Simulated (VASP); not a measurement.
Set up this calculation in VASP 6.6.1, as the native input.

```
Task                               : single point
Functional                         : PBEsol-based screened hybrid with 25 % exact exchange
Potentials or basis                : VASP PAW PBE potentials, release 64 (Te, Sn_d)
Cutoff                             : 520 eV
k mesh                             : 4 × 4 × 4
Occupations                        : fermi-dirac, width 0.05 eV
Spin                               : no spin polarisation
Dipole correction                  : no
Grid for exact exchange (PRECFOCK) : Normal
Share of exact exchange            : 0.25
Further INCAR settings             : ALGO = Normal; EDIFF = 1e-06; NBANDS = 17
Screening parameter                : 0.207 1/Å
```

SnTe:

```
Te Sn
1.0
     0.00000    3.12970    3.12970
     3.12970    0.00000    3.12970
     3.12970    3.12970    0.00000
Te Sn
1 1
Direct
  0.50000 0.50000 0.50000
  0.00000 0.00000 0.00000
```

One way to write it, as run:

POSCAR

```
SnTe
1.0
    0.0000000000      3.1297027185      3.1297027185
    3.1297027185      0.0000000000      3.1297027185
    3.1297027185      3.1297027185      0.0000000000
Te Sn
1 1
Direct
    0.5000000000      0.5000000000      0.5000000000
    0.0000000000      0.0000000000      0.0000000000
```

INCAR.step1

```
ALGO = Normal ; EDIFF = 1E-5
ENCUT = 520 ; GGA = PE
ISIF = 2 ; ISMEAR = -1
LASPH = True ; LCHARG = False
LREAL = False ; LWAVE = True
NBANDS = 17 ; NELM = 60
PREC = Accurate ; SIGMA = 0.05
```

INCAR.step2

```
AEXX = 0.25 ; ALGO = Normal
EDIFF = 1E-6 ; ENCUT = 520
GGA = PS ; HFSCREEN = 0.207
ISIF = 2 ; ISMEAR = -1
ISTART = 1 ; LASPH = True
LCHARG = False ; LHFCALC = True
LREAL = False ; LWAVE = False
NBANDS = 17 ; NELM = 60
PREC = Accurate ; PRECFOCK = Normal
SIGMA = 0.05
```

KPOINTS

```
k-points
0
Gamma
  4 4 4
```

Potentials or basis: VASP PAW PBE potentials, release 64 (Te, Sn_d).

Command:

```bash
$ cat potpaw_PBE.64/Te/POTCAR potpaw_PBE.64/Sn_d/POTCAR > POTCAR
$ cp INCAR.step1 INCAR
$ mpirun -np 1 vasp_std > vasp.out
$ cp INCAR.step2 INCAR
$ mpirun -np 1 vasp_std > vasp.out
```

It gave:

The pressure is -0.4 GPa and the band gap on the k mesh is 0.14 eV.

Caveat: the k points lie up to 0.43 Å⁻¹ apart; the PAW data sets were made with another functional, which shifts forces and pressure a little; spin-orbit coupling is left out, which moves the levels of the heavy elements.

Run time: 18 min on 1 thread of AMD EPYC 7R43 64-Core Processor (Zen 3), with other jobs on the host, peak memory 0.28 GiB.
